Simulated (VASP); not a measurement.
A run of VASP 6.6.1 is set up as follows.

INCAR

```
PREC = Accurate
ENCUT = 520
EDIFF = 1E-6
ISMEAR = -1
SIGMA = 0.05
LREAL = False
LASPH = True
NELM = 150
ALGO = Normal
ISIF = 2
LWAVE = False
LCHARG = False
ISPIN = 2
MAGMOM = 1.7 0
LORBIT = 11
LMAXMIX = 4
GGA = PE
NBANDS = 18
```

File KPOINTS:

```
regular mesh
0
Gamma
  17 17 17
```

Contents of POSCAR:

```
CoC
1.0
    0.0000000000      2.0017332873      2.0017332873
    2.0017332873      0.0000000000      2.0017332873
    2.0017332873      2.0017332873      0.0000000000
Co C
1 1
Direct
    0.0000000000      0.0000000000      0.0000000000
    0.5000000000      0.5000000000      0.5000000000
```

Potentials or basis: VASP PAW PBE potentials, release 64 (Co, C).

Launch:

```sh
$ cat potpaw_PBE.64/Co/POTCAR potpaw_PBE.64/C/POTCAR > POTCAR
$ mpirun -np 1 vasp_std > vasp.out
```

(1) Predict the pressure.

(2) Estimate the net moment.

(3) Estimate the site moments.

Results:

(1) 0.0 GPa.

(2) 0.19 μB per cell.

(3) Co +0.16; C +0.02 μB.
